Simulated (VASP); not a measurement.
# PbS (Cmcm) in VASP: single point with HSE06

Aim: the single point of PbS with HSE06.

Program: VASP 6.6.1. These are calculated values, not measurements. Logs are shortened: lines on timing, memory, paths and dates and some standing lists are left out, and cuts for length are marked.

## (1) The cell of the first run

It takes space group Cmcm (No. 63, orthorhombic). Conventional cell: a = 4.160 Å, b = 11.983 Å, c = 4.279 Å, α = 90.00°, β = 90.00°, γ = 90.00°. Pb (site symmetry m2m) has 5 S at 2.69 to 2.99 Å within 3.5 Å. S (site symmetry m2m) has 5 Pb at 2.69 to 2.99 Å within 3.5 Å.

## (2) Single point, HSE06

File POSCAR:

```
PbS
1.0
    2.0799530000     -5.9912970000      0.0000000000
    2.0799530000      5.9912970000      0.0000000000
    0.0000000000      0.0000000000      4.2793210000
Pb S
2 2
Direct
    0.8694370000      0.1305630000      0.7500000000
    0.1305630000      0.8694370000      0.2500000000
    0.6452030000      0.3547970000      0.7500000000
    0.3547970000      0.6452030000      0.2500000000
```

File INCAR.step1:

```
ALGO     = Normal         # electronic algorithm
EDIFF    = 1E-5           # SCF threshold, eV
ENCUT    = 520            # plane-wave cutoff, eV
GGA      = PE             # functional
ISIF     = 2              # what is computed and relaxed
ISMEAR   = 1              # smearing method
LASPH    = True           # aspherical terms in the spheres
LCHARG   = False          # write CHGCAR
LREAL    = False          # projectors in reciprocal space
LWAVE    = True           # write WAVECAR
NBANDS   = 28             # bands
NELM     = 80             # most SCF steps
PREC     = Accurate       # precision mode
SIGMA    = 0.01           # smearing width, eV
```

File INCAR.step2:

```
ALGO     = Normal         # electronic algorithm
EDIFF    = 1E-7           # SCF threshold, eV
ENCUT    = 520            # plane-wave cutoff, eV
GGA      = PE             # functional
HFSCREEN = 0.2079         # screening, 1/A
ISIF     = 2              # what is computed and relaxed
ISMEAR   = 1              # smearing method
ISTART   = 1            
LASPH    = True           # aspherical terms in the spheres
LCHARG   = False          # write CHGCAR
LHFCALC  = True           # exact exchange
LREAL    = False          # projectors in reciprocal space
LWAVE    = False          # write WAVECAR
NBANDS   = 28             # bands
NELM     = 80             # most SCF steps
PREC     = Accurate       # precision mode
PRECFOCK = Normal       
SIGMA    = 0.01           # smearing width, eV
```

File KPOINTS:

```
k-points
0
Gamma
  3 3 3
```

Potentials or basis: VASP PAW PBE potentials, release 64 (Pb_d, S).

Command:

```console
$ cat potpaw_PBE.64/Pb_d/POTCAR potpaw_PBE.64/S/POTCAR > POTCAR
$ cp INCAR.step1 INCAR
$ mpirun -np 1 vasp_std > vasp.out
$ cp INCAR.step2 INCAR
$ mpirun -np 1 vasp_std > vasp.out
```

OUTCAR:

```text
EDIFF = 1E-7
   ENCUT = 520
   GGA = PE
   HFSCREEN = 0.2079
   ISIF = 2
   ISMEAR = 1
   ISTART = 1
   LASPH = True
   LHFCALC = True
   LREAL = False
   NELM = 80
   PREC = Accurate
   PRECFOCK = Normal

 ion  position               nearest neighbor table
   1  0.869  0.131  0.750-   3 2.69   4 2.99   4 2.99   4 2.99   4 2.99   2 3.79   2 3.79   2 4.13
                             2 4.13   2 4.13   2 4.13
   2  0.131  0.869  0.250-   4 2.69   3 2.99   3 2.99   3 2.99   3 2.99   1 3.79   1 3.79   1 4.13
                             1 4.13   1 4.13   1 4.13
   3  0.645  0.355  0.750-   1 2.69   2 2.99   2 2.99   2 2.99   2 2.99
   4  0.355  0.645  0.250-   2 2.69   1 2.99   1 2.99   1 2.99   1 2.99

  LATTYP: Found a base centered orthorhombic cell.
 ALAT       =     4.1599060000
 B/A-ratio  =     2.8804963381
 C/A-ratio  =     1.0287061775

  Lattice vectors:

 A1 = (   2.0799530000,  -5.9912970000,   0.0000000000)
 A2 = (   2.0799530000,   5.9912970000,   0.0000000000)
 A3 = (   0.0000000000,   0.0000000000,   4.2793210000)

Analysis of symmetry for initial positions (statically):
=====================================================================
 Subroutine PRICEL returns:
 Original cell was already a primitive cell.

 Routine SETGRP: Setting up the symmetry group for a
 base centered orthorhombic supercell.

 Subroutine GETGRP returns: Found  8 space group operations
 (whereof  4 operations were pure point group operations)
 out of a pool of  8 trial point group operations.

The static configuration has the point symmetry C_2h.
 The point group associated with its full space group is D_2h.

Analysis of symmetry for dynamics (positions and initial velocities):
=====================================================================
 Subroutine PRICEL returns:
 Original cell was already a primitive cell.

 Routine SETGRP: Setting up the symmetry group for a
 base centered orthorhombic supercell.

 Subroutine GETGRP returns: Found  8 space group operations
 (whereof  4 operations were pure point group operations)
 out of a pool of  8 trial point group operations.

The dynamic configuration has the point symmetry C_2h.
 The point group associated with its full space group is D_2h.

 Subroutine INISYM returns: Found  8 space group operations
 (whereof  4 operations are pure point group operations),
 and found     1 'primitive' translations

----------------------------------------------------------------------------------------

                                     Primitive cell

  volume of cell :     106.6545

  direct lattice vectors                    reciprocal lattice vectors
     2.079953000 -5.991297000  0.000000000     0.240390047 -0.083454384  0.000000000
     2.079953000  5.991297000  0.000000000     0.240390047  0.083454384  0.000000000
     0.000000000  0.000000000  4.279321000     0.000000000  0.000000000  0.233681932

  length of vectors
     6.342069396  6.342069396  4.279321000     0.254464161  0.254464161  0.233681932

  position of ions in fractional coordinates (direct lattice)
     0.869437000  0.130563000  0.750000000
     0.130563000  0.869437000  0.250000000
     0.645203000  0.354797000  0.750000000
     0.354797000  0.645203000  0.250000000

  ion indices of the primitive-cell ions
   primitive index   ion index
                 1           1
                 2           2
                 3           3
                 4           4

----------------------------------------------------------------------------------------

 KPOINTS: k-points

Automatic generation of k-mesh.
 Grid dimensions read from file:
 generate k-points for:    3    3    3

 Generating k-lattice:

  Cartesian coordinates                     Fractional coordinates (reciprocal lattice)
     0.080130016 -0.027818128  0.000000000     0.333333333  0.000000000  0.000000000
     0.080130016  0.027818128  0.000000000     0.000000000  0.333333333  0.000000000
     0.000000000  0.000000000  0.077893977     0.000000000  0.000000000  0.333333333

  Length of vectors
     0.084821387  0.084821387  0.077893977

  Shift w.r.t. Gamma in fractional coordinates (k-lattice)
     0.000000000  0.000000000  0.000000000

 Subroutine IBZKPT returns following result:
 ===========================================

 Found      8 irreducible k-points:

 Following reciprocal coordinates:
            Coordinates               Weight
  0.000000  0.000000  0.000000      1.000000
  0.333333  0.000000  0.000000      4.000000
  0.333333  0.333333  0.000000      2.000000
 -0.333333  0.333333  0.000000      2.000000
  0.000000  0.000000  0.333333      2.000000
  0.333333  0.000000  0.333333      8.000000
  0.333333  0.333333  0.333333      4.000000
 -0.333333  0.333333  0.333333      4.000000
   k-points           NKPTS =      8   k-points in BZ     NKDIM =     27   number of bands    NBANDS=     28
   number of dos      NEDOS =    301   number of ions     NIONS =      4
   total plane-waves  NPLWV =  73728
   dimension x,y,z NGX =    48 NGY =   48 NGZ =   32
   dimension x,y,z NGXF=    96 NGYF=   96 NGZF=   64
   ions per type =               2   2
   NGX,Y,Z   is equivalent  to a cutoff of  12.58, 12.58, 12.43 a.u.
   NGXF,Y,Z  is equivalent  to a cutoff of  25.16, 25.16, 24.86 a.u.
 SYSTEM =  unknown system
   PREC   = accura    normal or accurate (medium, high low for compatibility)
   ISTART =      1    job   : 0-new  1-cont  2-samecut
   ICHARG =      0    charge: 1-file 2-atom 10-const
   ISPIN  =      1    spin polarized calculation?
   LNONCOLLINEAR =      F non collinear calculations
   LSORBIT =      F    spin-orbit coupling
   LASPH  =      T    aspherical Exc in radial PAW
   ENCUT  =  520.0 eV  38.22 Ry    6.18 a.u.  11.79 11.79  7.96*2*pi/ulx,y,z
   NELM   =     80;   NELMIN=  2; NELMDL=  0     # of ELM steps
   EDIFF  = 0.1E-06   stopping-criterion for ELM
   LREAL  =      F    real-space projection
   EDIFFG = 0.1E-05   stopping-criterion for IOM
   NSW    =      0    number of steps for IOM
   IBRION =     -1    ionic relax: 0-MD 1-quasi-New 2-CG
   NFREE  =      0    steps in history (QN), initial steepest desc. (CG)
   ISIF   =      2    stress and relaxation
   ISYM   =      3    0-nonsym 1-usesym 2-fastsym
   POTIM  = 0.5000    time-step for ionic-motion
   TEBEG  =    0.0;   TEEND  =   0.0 temperature during run
   PSTRESS=    0.0 pullay stress
   NELECT =      40.0000    total number of electrons
   NUPDOWN=      -1.0000    fix difference up-down
   EMIN   =  10.00;   EMAX   =-10.00  energy-range for DOS
   EFERMI =   0.00;   METHOD = LEGACY
   ISMEAR =     1;   SIGMA  =   0.01  broadening in eV -4-tet -1-fermi 0-gaus
   EFERMI_NEDOS =   21; number of points for ismear=-14 and -15
   IALGO  =     38    algorithm
   IMIX   =      1    mixing-type and parameters
     AMIX     =   0.40;   BMIX     =  1.00
     AMIX_MAG =   1.60;   BMIX_MAG =  1.00
  volume/ion in A,a.u.               =      26.66       179.94
  Fermi-wavevector in a.u.,A,eV,Ry     =   1.180597  2.231005 18.963933  1.393810
  Thomas-Fermi vector in A             =   2.316887
   LORBIT       =      0    0 simple, 1 ext, 2 COOP (PROOUT), +10 PAW based schemes
   GGA     = PE    functional components
   LHFCALC =     T    Hartree Fock is set to
   PRECFOCK=normal    Normal, Fast or Accurate (Low or Medium for compatibility)
   ENCUT4O =  -1.0   cutoff for four orbital integrals eV
   NKREDX  =     1    reduce k-point grid by
   NKREDY  =     1    reduce k-point grid by
   NKREDZ  =     1    reduce k-point grid by
   AEXX    =    0.2500 exact exchange contribution
   HFSCREEN=    0.2079 screening length (either q_TF or 0.3 A-1)
   HFSCREENC=   0.2079 screening length for correlation (either q_TF or 0.3 A-1)
   ENCUTFOCK=  -1.0 apply spherical cutoff to Coloumb kernel
   IVDW    =     0    specifies the selected vdW correction
   LEPSILON=     F    determine dielectric tensor
   LRPA    =     F    only Hartree local field effects (RPA)
 non-spin polarized calculation
 Methfessel and Paxton  Order N= 1 SIGMA  =   0.01
  energy-cutoff  :      520.00
  volume of cell :      106.65
 maximum number of plane-waves:      2881
  NGX = 36; NGY = 36; NGZ = 24

 number of electron      40.0000007 magnetization

 Free energy of the ion-electron system (eV)
  ---------------------------------------------------
  ext. energy  EPLUGINS =         0.00000000
  ---------------------------------------------------
  free energy    TOTEN  =       -20.76317912 eV

  energy without entropy =      -20.76326502  energy(sigma->0) =      -20.76320775

 E-fermi :   4.3863     XC(G=0):  -7.9624

 val. band max:        4.3778722385   @ k =  -0.3333   0.3333   0.3333
 cond. band min:       6.7348137872   @ k =  -0.3333   0.3333   0.3333
 fundamental gap:      2.3569415487
 Fermi energy:         4.3862910606

 k-point     1 :       0.0000    0.0000    0.0000
  band No.  band energies     occupation
      1     -13.5515      2.00000
      2     -13.4356      2.00000
      3     -13.4237      2.00000
      4     -13.4195      2.00000
      5     -13.3921      2.00000
      6     -13.3905      2.00000
[... 20 lines left out ...]
     27      11.6027      0.00000
     28      12.3441      0.00000

 k-point     2 :       0.3333    0.0000    0.0000
  band No.  band energies     occupation
      1     -13.4936      2.00000
      2     -13.4278      2.00000
      3     -13.4263      2.00000
      4     -13.4209      2.00000
      5     -13.3936      2.00000
      6     -13.3910      2.00000
[... 20 lines left out ...]
     27      13.2991      0.00000
     28      13.3944      0.00000

 k-point     3 :       0.3333    0.3333    0.0000
  band No.  band energies     occupation
      1     -13.4863      2.00000
      2     -13.4332      2.00000
      3     -13.4311      2.00000
      4     -13.4095      2.00000
      5     -13.4030      2.00000
      6     -13.3844      2.00000
[... 120 lines left out ...]
      3     -13.4237      2.00000
      4     -13.4073      2.00000
      5     -13.3884      2.00000
      6     -13.3747      2.00000
[... 20 lines left out ...]
     27      11.6711      0.00000
     28      12.0589      0.00000

 k-point     8 :      -0.3333    0.3333    0.3333
  band No.  band energies     occupation
      1     -13.5003      2.00000
      2     -13.4452      2.00000
      3     -13.4186      2.00000
      4     -13.4077      2.00000
      5     -13.4009      2.00000
      6     -13.3911      2.00000
[... 20 lines left out ...]
     27      13.0884      0.00000
     28      13.9001      0.00000

------------------------ aborting loop because EDIFF is reached ----------------------------------------

  FORCE on cell =-STRESS in cart. coord.  units (eV):
  Direction    XX          YY          ZZ          XY          YZ          ZX
  --------------------------------------------------------------------------------------
  -------------------------------------------------------------------------------------
  Total       -0.6067071      0.1657421     -0.5467536      0.0000000      0.0000000      0.0000000
  in kB       -9.1140301      2.4897980     -8.2134009      0.0000000      0.0000000      0.0000000
  external PRESSURE =      -4.9458777 kB  Pullay stress =       0.0000000 kB

 VOLUME and BASIS-vectors are now :
 -----------------------------------------------------------------------------
  energy-cutoff  :      520.00
  volume of cell :      106.65
      direct lattice vectors                 reciprocal lattice vectors
     2.079953000 -5.991297000  0.000000000     0.240390047 -0.083454384  0.000000000
     2.079953000  5.991297000  0.000000000     0.240390047  0.083454384  0.000000000
     0.000000000  0.000000000  4.279321000     0.000000000  0.000000000  0.233681932

 POSITION                                       TOTAL-FORCE (eV/Angst)
 -----------------------------------------------------------------------------------
      2.07995     -4.42681      3.20949         0.000000      0.135850     -0.000000
      2.07995      4.42681      1.06983         0.000000     -0.135850      0.000000
      2.07995     -1.73991      3.20949         0.000000      0.085364     -0.000000
      2.07995      1.73991      1.06983         0.000000     -0.085364     -0.000000
 -----------------------------------------------------------------------------------
    total drift:                               -0.000000      0.000000     -0.000000

  FREE ENERGIE OF THE ION-ELECTRON SYSTEM (eV)
  ---------------------------------------------------
  free  energy   TOTEN  =       -20.7631791211 eV

  energy  without entropy=      -20.7632650160  energy(sigma->0) =      -20.76320775
```

Wall time 58 min (1 thread of AMD EPYC 7R43 (Zen 3), shared host); peak memory 0.34 GiB.

Results:

```yaml
Free_energy: -20.7632 eV
Pressure: -0.5 GPa
Largest_force: 0.136 eV/Å
Band_gap_on_the_k_mesh: 2.36 eV, direct
```

Forces in eV/Å, atoms in the order of the input:
```
Pb   0.000  0.136  0.000
Pb   0.000 -0.136  0.000
S    0.000  0.085  0.000
S    0.000 -0.085  0.000
```

Caveat: the k points lie up to 0.53 Å⁻¹ apart; the PAW data sets were made with another functional, which shifts forces and pressure a little; spin-orbit coupling is left out, which moves the levels of the heavy elements. A k mesh can miss the band edges.
